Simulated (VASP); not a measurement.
# LiB2C2 (P-3m1) in VASP: notebook

LiB2C2 is run at these levels: PBEsol; tasks: single point.

All numbers are computed with VASP 6.6.1; they aren't measurements. Logs are shortened: lines on timing, memory, paths and dates and some standing lists are left out, and cuts for length are marked.

## (1) The cell of the first run

The structure is trigonal, space group P-3m1 (No. 164). The conventional cell has a = 2.715 Å, b = 2.715 Å, c = 7.118 Å, α = 90.00°, β = 90.00°, γ = 120.00°. Within 3.1 Å of Li (site symmetry -3m) lie 6 C at 2.33 Å and 6 B at 2.37 Å and 6 Li at 2.71 Å. Within 2.1 Å of B (site symmetry 3m) lie 3 C at 1.57 Å. Within 2.1 Å of C (site symmetry 3m) lie 3 B at 1.57 Å.

## (2) Single point, PBEsol

INCAR reads:

```
  ALGO = Normal
  EDIFF = 1E-6
  ENCUT = 520
  GGA = PS
  ISIF = 2
  ISMEAR = -1
  LASPH = True
  LCHARG = False
  LREAL = False
  LWAVE = False
  NBANDS = 16
  NELM = 100
  PREC = Accurate
  SIGMA = 0.3
```

KPOINTS reads:

```
k-points
0
Gamma
  11 11 4
```

POSCAR reads:

```
LiB2C2
1.0
    2.7146440000      0.0000000000      0.0000000000
   -1.3573220000      2.3509506662      0.0000000000
    0.0000000000      0.0000000000      7.1180530000
Li B C
1 2 2
Direct
    0.0000000000      0.0000000000      0.5000000000
    0.3333330000      0.6666670000      0.7498130000
    0.6666670000      0.3333330000      0.2501870000
    0.3333330000      0.6666670000      0.2582190000
    0.6666670000      0.3333330000      0.7417810000
```

Potentials or basis: VASP PAW PBE potentials, release 64 (Li_sv, B, C).

On the command line:

```bash
> cat potpaw_PBE.64/Li_sv/POTCAR potpaw_PBE.64/B/POTCAR potpaw_PBE.64/C/POTCAR > POTCAR
> mpirun -np 1 vasp_std > vasp.out
```

OUTCAR:

```text
EDIFF = 1E-6
   ENCUT = 520
   GGA = PS
   ISIF = 2
   ISMEAR = -1
   LASPH = True
   LREAL = False
   NELM = 100
   PREC = Accurate

 ion  position               nearest neighbor table
   1  0.000  0.000  0.500-   4 2.33   5 2.33   4 2.33   5 2.33   5 2.33   4 2.33   2 2.37   3 2.37
                             2 2.37   3 2.37   2 2.37   3 2.37
   2  0.333  0.667  0.750-   5 1.57   5 1.57   5 1.57   1 2.37   1 2.37   1 2.37
   3  0.667  0.333  0.250-   4 1.57   4 1.57   4 1.57   1 2.37   1 2.37   1 2.37
   4  0.333  0.667  0.258-   3 1.57   3 1.57   3 1.57   1 2.33   1 2.33   1 2.33
   5  0.667  0.333  0.742-   2 1.57   2 1.57   2 1.57   1 2.33   1 2.33   1 2.33

  LATTYP: Found a hexagonal cell.
 ALAT       =     2.7146440000
 C/A-ratio  =     2.6220944625

  Lattice vectors:

 A1 = (   2.7146440000,   0.0000000000,   0.0000000000)
 A2 = (  -1.3573220000,   2.3509506662,   0.0000000000)
 A3 = (   0.0000000000,   0.0000000000,   7.1180530000)

Analysis of symmetry for initial positions (statically):
=====================================================================
 Subroutine PRICEL returns:
 Original cell was already a primitive cell.

 Routine SETGRP: Setting up the symmetry group for a
 hexagonal supercell.

 Subroutine GETGRP returns: Found 12 space group operations
 (whereof 12 operations were pure point group operations)
 out of a pool of 24 trial point group operations.

The static configuration has the point symmetry D_3d.

Analysis of symmetry for dynamics (positions and initial velocities):
=====================================================================
 Subroutine PRICEL returns:
 Original cell was already a primitive cell.

 Routine SETGRP: Setting up the symmetry group for a
 hexagonal supercell.

 Subroutine GETGRP returns: Found 12 space group operations
 (whereof 12 operations were pure point group operations)
 out of a pool of 24 trial point group operations.

The dynamic configuration has the point symmetry D_3d.

 Subroutine INISYM returns: Found 12 space group operations
 (whereof 12 operations are pure point group operations),
 and found     1 'primitive' translations

----------------------------------------------------------------------------------------

                                     Primitive cell

  volume of cell :      45.4274

  direct lattice vectors                    reciprocal lattice vectors
     2.714644000  0.000000000  0.000000000     0.368372427  0.212679920  0.000000000
    -1.357322000  2.350950666  0.000000000     0.000000000  0.425359840  0.000000000
     0.000000000  0.000000000  7.118053000     0.000000000  0.000000000  0.140487855

  length of vectors
     2.714644000  2.714644000  7.118053000     0.425359840  0.425359840  0.140487855

  position of ions in fractional coordinates (direct lattice)
     0.000000000  0.000000000  0.500000000
     0.333333000  0.666667000  0.749813000
     0.666667000  0.333333000  0.250187000
     0.333333000  0.666667000  0.258219000
     0.666667000  0.333333000  0.741781000

  ion indices of the primitive-cell ions
   primitive index   ion index
                 1           1
                 2           2
                 3           3
                 4           4
                 5           5

----------------------------------------------------------------------------------------

 KPOINTS: k-points

Automatic generation of k-mesh.
 Grid dimensions read from file:
 generate k-points for:   11   11    4

 Generating k-lattice:

  Cartesian coordinates                     Fractional coordinates (reciprocal lattice)
     0.033488402  0.019334538  0.000000000     0.090909091  0.000000000  0.000000000
     0.000000000  0.038669076  0.000000000     0.000000000  0.090909091  0.000000000
     0.000000000  0.000000000  0.035121964     0.000000000  0.000000000  0.250000000

  Length of vectors
     0.038669076  0.038669076  0.035121964

  Shift w.r.t. Gamma in fractional coordinates (k-lattice)
     0.000000000  0.000000000  0.000000000

 Subroutine IBZKPT returns following result:
 ===========================================

 Found     58 irreducible k-points:

 Following reciprocal coordinates:
            Coordinates               Weight
  0.000000  0.000000  0.000000      1.000000
  0.090909  0.000000  0.000000      6.000000
  0.181818  0.000000  0.000000      6.000000
  0.272727  0.000000  0.000000      6.000000
  0.363636 -0.000000  0.000000      6.000000
  0.454545  0.000000  0.000000      6.000000
[... 16 lines left out ...]
  0.000000  0.272727  0.250000      6.000000
  0.363636 -0.000000  0.250000      6.000000
 [... further k-points ...]
   k-points           NKPTS =     58   k-points in BZ     NKDIM =     58   number of bands    NBANDS=     16
   number of dos      NEDOS =    301   number of ions     NIONS =      5
   total plane-waves  NPLWV =  21600
   dimension x,y,z NGX =    20 NGY =   20 NGZ =   54
   dimension x,y,z NGXF=    40 NGYF=   40 NGZF=  108
   ions per type =               1   2   2
   NGX,Y,Z   is equivalent  to a cutoff of  12.25, 12.25, 12.61 a.u.
   NGXF,Y,Z  is equivalent  to a cutoff of  24.50, 24.50, 25.22 a.u.
 SYSTEM =  unknown system
   PREC   = accura    normal or accurate (medium, high low for compatibility)
   ISTART =      0    job   : 0-new  1-cont  2-samecut
   ICHARG =      2    charge: 1-file 2-atom 10-const
   ISPIN  =      1    spin polarized calculation?
   LNONCOLLINEAR =      F non collinear calculations
   LSORBIT =      F    spin-orbit coupling
   LASPH  =      T    aspherical Exc in radial PAW
   ENCUT  =  520.0 eV  38.22 Ry    6.18 a.u.   5.05  5.05 13.23*2*pi/ulx,y,z
   NELM   =    100;   NELMIN=  2; NELMDL= -5     # of ELM steps
   EDIFF  = 0.1E-05   stopping-criterion for ELM
   LREAL  =      F    real-space projection
   EDIFFG = 0.1E-04   stopping-criterion for IOM
   NSW    =      0    number of steps for IOM
   IBRION =     -1    ionic relax: 0-MD 1-quasi-New 2-CG
   NFREE  =      0    steps in history (QN), initial steepest desc. (CG)
   ISIF   =      2    stress and relaxation
   ISYM   =      2    0-nonsym 1-usesym 2-fastsym
   POTIM  = 0.5000    time-step for ionic-motion
   TEBEG  =    0.0;   TEEND  =   0.0 temperature during run
   PSTRESS=    0.0 pullay stress
   NELECT =      17.0000    total number of electrons
   NUPDOWN=      -1.0000    fix difference up-down
   EMIN   =  10.00;   EMAX   =-10.00  energy-range for DOS
   EFERMI =   0.00;   METHOD = LEGACY
   ISMEAR =    -1;   SIGMA  =   0.30  broadening in eV -4-tet -1-fermi 0-gaus
   EFERMI_NEDOS =   21; number of points for ismear=-14 and -15
   IALGO  =     38    algorithm
   IMIX   =      4    mixing-type and parameters
     AMIX     =   0.40;   BMIX     =  1.00
     AMIX_MAG =   1.60;   BMIX_MAG =  1.00
  volume/ion in A,a.u.               =       9.09        61.31
  Fermi-wavevector in a.u.,A,eV,Ry     =   1.179737  2.229380 18.936314  1.391780
  Thomas-Fermi vector in A             =   2.316043
   LORBIT       =      0    0 simple, 1 ext, 2 COOP (PROOUT), +10 PAW based schemes
   GGA     = PS    functional components
   LHFCALC =     F    Hartree Fock is set to
   AEXX    =    0.0000 exact exchange contribution
   IVDW    =     0    specifies the selected vdW correction
   LEPSILON=     F    determine dielectric tensor
   LRPA    =     F    only Hartree local field effects (RPA)
 non-spin polarized calculation
  energy-cutoff  :      520.00
  volume of cell :       45.43
 maximum number of plane-waves:      1242
   NGX = 11   NGY = 11   NGZ = 27

 number of electron      17.0000001 magnetization

 Free energy of the ion-electron system (eV)
  ---------------------------------------------------
  ext. energy  EPLUGINS =         0.00000000
  ---------------------------------------------------
  free energy    TOTEN  =       -35.41708894 eV

  energy without entropy =      -35.06454512  energy(sigma->0) =      -35.24081703

 E-fermi :   2.6826     XC(G=0): -10.1891

 val. band max:        2.6034982312   @ k =   0.0909   0.0000   0.0000
 cond. band min:       2.7590135556   @ k =   0.3636   0.2727   0.5000
 fundamental gap:      0.1555153245
 Fermi energy:         2.6826199759

 k-point     1 :       0.0000    0.0000    0.0000
  band No.  band energies     occupation
      1     -41.5350      2.00000
      2     -11.2119      2.00000
      3     -10.9387      2.00000
      4      -2.6159      2.00000
      5      -0.6735      1.99997
      6       3.1901      0.31109
[... 8 lines left out ...]
     15      13.1851      0.00000
     16      13.8855      0.00000

 k-point     2 :       0.0909    0.0000    0.0000
  band No.  band energies     occupation
      1     -41.5308      2.00000
      2     -11.0570      2.00000
      3     -10.7808      2.00000
      4      -2.4468      2.00000
      5      -0.4858      1.99995
      6       2.5046      1.28831
[... 8 lines left out ...]
     15      13.5020      0.00000
     16      13.5287      0.00000

 k-point     3 :       0.1818    0.0000    0.0000
  band No.  band energies     occupation
      1     -41.5193      2.00000
      2     -10.5959      2.00000
      3     -10.3112      2.00000
      4      -1.9497      2.00000
      5       0.0617      1.99968
      6       0.8662      1.99532
[... 8 lines left out ...]
     15      14.7721      0.00000
     16      15.2843      0.00000

 k-point     4 :       0.2727    0.0000    0.0000
  band No.  band energies     occupation
      1     -41.5043      2.00000
      2      -9.8427      2.00000
      3      -9.5466      2.00000
      4      -1.3768      2.00000
      5      -1.0051      1.99999
      6      -0.8555      1.99998
[... 8 lines left out ...]
     15      15.3542      0.00000
     16      16.5088      0.00000
[... 324 lines left out ...]
 k-point    22 :       0.2727    0.0000    0.2500
  band No.  band energies     occupation
      1     -41.5043      2.00000
      2      -9.8037      2.00000
      3      -9.5918      2.00000
      4      -1.2631      2.00000
      5      -1.0308      1.99999
      6      -0.7080      1.99998
[... 8 lines left out ...]
     15      14.5521      0.00000
     16      16.5281      0.00000

 k-point    23 :       0.0000    0.2727    0.2500
  band No.  band energies     occupation
      1     -41.5043      2.00000
      2      -9.8086      2.00000
      3      -9.5862      2.00000
      4      -1.3203      2.00000
      5      -0.9737      1.99999
      6      -0.7275      1.99998
[... 8 lines left out ...]
     15      13.7229      0.00000
     16      16.5083      0.00000

 k-point    24 :       0.3636   -0.0000    0.2500
  band No.  band energies     occupation
      1     -41.4905      2.00000
      2      -8.8027      2.00000
      3      -8.5854      2.00000
      4      -3.0969      2.00000
      5      -2.9328      2.00000
      6       0.1842      1.99952
[... 8 lines left out ...]
     15      15.1134      0.00000
     16      16.2967      0.00000

 [... further k-points ...]
[... 5 lines left out ...]
  --------------------------------------------------------------------------------------
  -------------------------------------------------------------------------------------
  Total       -0.6633596     -0.6633596     -0.3129943      0.0000000      0.0000000      0.0000000
  in kB      -23.3960189    -23.3960189    -11.0389916      0.0000000      0.0000000      0.0000000
  external PRESSURE =     -19.2770098 kB  Pullay stress =       0.0000000 kB

 VOLUME and BASIS-vectors are now :
 -----------------------------------------------------------------------------
  energy-cutoff  :      520.00
  volume of cell :       45.43
      direct lattice vectors                 reciprocal lattice vectors
     2.714644000  0.000000000  0.000000000     0.368372427  0.212679920  0.000000000
    -1.357322000  2.350950666  0.000000000     0.000000000  0.425359840  0.000000000
     0.000000000  0.000000000  7.118053000     0.000000000  0.000000000  0.140487855

 POSITION                                       TOTAL-FORCE (eV/Angst)
 -----------------------------------------------------------------------------------
      0.00000      0.00000      3.55903         0.000000      0.000000      0.000000
     -0.00000      1.56730      5.33721         0.000000      0.000000      0.046976
      1.35732      0.78365      1.78084        -0.000000      0.000000     -0.046976
     -0.00000      1.56730      1.83802        -0.000000      0.000000      0.055130
      1.35732      0.78365      5.28004         0.000000     -0.000000     -0.055130
 -----------------------------------------------------------------------------------
    total drift:                               -0.000000     -0.000000      0.000000

  FREE ENERGIE OF THE ION-ELECTRON SYSTEM (eV)
  ---------------------------------------------------
  free  energy   TOTEN  =       -35.4170889392 eV

  energy  without entropy=      -35.0645451228  energy(sigma->0) =      -35.24081703
```

Wall time 32 s (1 thread of Intel Xeon Platinum 8259CL at 2.50GHz (Skylake/Cascade Lake), shared host); peak memory 0.17 GiB.

What came out:

```
Free energy   : -35.4171 eV
Largest force : 0.055 eV/Å
```

Forces in eV/Å, atoms in the order of the input:
```
Li   0.000  0.000  0.000
B    0.000  0.000  0.047
B    0.000  0.000 -0.047
C    0.000  0.000  0.055
C    0.000  0.000 -0.055
```

Caveat: the cutoff is under 1.25 times the usual one of these potentials, so pressure, stress and relaxed cells hold a basis-set (Pulay) error; the PAW data sets were made with another functional, which shifts forces and pressure a little.

## (3) Single point, PBEsol

INCAR reads:

```
SYSTEM = LiB2C2
PREC = Accurate
ENCUT = 520
EDIFF = 1E-6
ISMEAR = -1
SIGMA = 0.2
LREAL = .False.
LASPH = .True.
NELM = 60
ALGO = Normal
ISIF = 2
LWAVE = .False.
LCHARG = .False.
GGA = PS
NBANDS = 16
```

KPOINTS reads:

```
Automatic mesh
0
Gamma
  11 11 4
  0 0 0
```

POSCAR is that of step 2.

Potentials or basis: VASP PAW PBE potentials, release 64 (Li_sv, B, C).

On the command line:

```bash
> cat potpaw_PBE.64/Li_sv/POTCAR potpaw_PBE.64/B/POTCAR potpaw_PBE.64/C/POTCAR > POTCAR
> mpirun -np 1 vasp_std > vasp.out
```

It took 31 s on 1 thread of Intel Xeon Platinum 8259CL at 2.50GHz (Skylake/Cascade Lake), shared host; peak memory 0.17 GiB.

It converged, with:

| Property | Result |
| --- | --- |
| Free energy | -35.3165 eV |
| Largest force | 0.044 eV/Å |

Forces on the atoms (eV/Å):
```
Li   0.000  0.000  0.000
B    0.000  0.000  0.022
B    0.000  0.000 -0.022
C    0.000  0.000  0.044
C    0.000  0.000 -0.044
```

Levels at points of the mesh, in eV from the Fermi level:
| k point | band 5 | band 6 | band 7 | band 8 | band 9 | band 10 | band 11 | band 12 | band 13 | band 14 |
| --- | --- | --- | --- | --- | --- | --- | --- | --- | --- | --- |
| (0.00, 0.00, 0.00) | -3.32 | 0.54 | 0.54 | 0.61 | 0.61 | 4.91 | 9.75 | 9.75 | 10.18 | 10.18 |
| (0.00, 0.00, 0.50) | -4.33 | 0.56 | 0.56 | 0.60 | 0.60 | 7.27 | 7.42 | 9.79 | 9.79 | 10.12 |

Caveat: the cutoff is under 1.25 times the usual one of these potentials, so pressure, stress and relaxed cells hold a basis-set (Pulay) error; the PAW data sets were made with another functional, which shifts forces and pressure a little.

## (4) Single point, PBEsol

INCAR reads:

```
SYSTEM = LiB2C2
ALGO = Normal
EDIFF = 1E-6
ENCUT = 520
GGA = PS
ISIF = 2
ISMEAR = -1
LASPH = .TRUE.
LCHARG = .FALSE.
LREAL = .FALSE.
LWAVE = .FALSE.
NBANDS = 16
NELM = 100
PREC = Accurate
SIGMA = 0.1
```

KPOINTS reads:

```
k-points
0
G
  11 11 4
  0 0 0
```

POSCAR is that of step 3.

On the command line:

```bash
> cat potpaw_PBE.64/Li_sv/POTCAR potpaw_PBE.64/B/POTCAR potpaw_PBE.64/C/POTCAR > POTCAR
> mpirun -np 1 vasp_std > vasp.out
```

It took 33 s on 1 thread of Intel Xeon Platinum 8259CL at 2.50GHz (Skylake/Cascade Lake), shared host; peak memory 0.17 GiB.

The run converged. Its results:

```
Free energy   : -35.2532 eV
Largest force : 0.037 eV/Å
```

Forces on the atoms (eV/Å):
```
Li   0.000  0.000  0.000
B    0.000  0.000  0.005
B    0.000  0.000 -0.005
C    0.000  0.000  0.037
C    0.000  0.000 -0.037
```

Levels at points of the mesh, in eV from the Fermi level:
```tsv
k point	band 7	band 8	band 9	band 10	band 11	band 12
(0.00, 0.00, 0.00)	0.56	0.64	0.64	4.93	9.77	9.77
(0.00, 0.00, 0.50)	0.58	0.62	0.62	7.28	7.44	9.81
```

Caveat: the cutoff is under 1.25 times the usual one of these potentials, so pressure, stress and relaxed cells hold a basis-set (Pulay) error; the PAW data sets were made with another functional, which shifts forces and pressure a little.

## (5) Single point, PBEsol

INCAR: that of step 4 with these lines changed.

```diff
@@ -12,4 +12,4 @@
 NBANDS = 16
-NELM = 100
+NELM = 60
 PREC = Accurate
-SIGMA = 0.1
+SIGMA = 0.05
```

KPOINTS is that of step 4.

POSCAR is that of step 4.

On the command line:

```bash
> cat potpaw_PBE.64/Li_sv/POTCAR potpaw_PBE.64/B/POTCAR potpaw_PBE.64/C/POTCAR > POTCAR
> mpirun -np 1 vasp_std > vasp.out
```

Wall time 33 s (1 thread of Intel Xeon Platinum 8259CL at 2.50GHz (Skylake/Cascade Lake), shared host); peak memory 0.17 GiB.

Results (log left out):

| Quantity | Value |
| --- | --- |
| Free energy | -35.2372 eV |
| Largest force | 0.036 eV/Å |

Forces on the atoms (eV/Å):
```
Li   0.000  0.000  0.000
B    0.000  0.000  0.003
B    0.000  0.000 -0.003
C    0.000  0.000  0.036
C    0.000  0.000 -0.036
```

Levels at points of the mesh, in eV from the Fermi level:
| k point | band 7 | band 8 | band 9 | band 10 | band 11 | band 12 |
| --- | --- | --- | --- | --- | --- | --- |
| (0.00, 0.00, 0.00) | 0.59 | 0.66 | 0.66 | 4.95 | 9.79 | 9.79 |
| (0.00, 0.00, 0.50) | 0.60 | 0.64 | 0.64 | 7.31 | 7.46 | 9.84 |

Caveat: the cutoff is under 1.25 times the usual one of these potentials, so pressure, stress and relaxed cells hold a basis-set (Pulay) error; the PAW data sets were made with another functional, which shifts forces and pressure a little.

## (6) The runs side by side

```tsv
smearing	gap on the mesh (eV)	largest force (eV/Å)
fermi-dirac 0.3 eV	none	0.06
fermi-dirac 0.2 eV	none	0.04
fermi-dirac 0.1 eV	none	0.04
fermi-dirac 0.05 eV	none	0.04
```

Alike in all rows: task single point; level PBEsol; potentials or basis VASP PAW PBE potentials, release 64 (Li_sv, B, C); no spin polarisation; cell as given; k mesh 11 × 11 × 4; cutoff (eV) 520.

Every run on the cell as given and a fine mesh finds a metal.

Caveats: the cutoff is under 1.25 times the usual one of these potentials, so pressure, stress and relaxed cells hold a basis-set (Pulay) error; the PAW data sets were made with another functional, which shifts forces and pressure a little.

Total energies depend on the potentials used, so only differences within one code and one set of settings carry meaning.
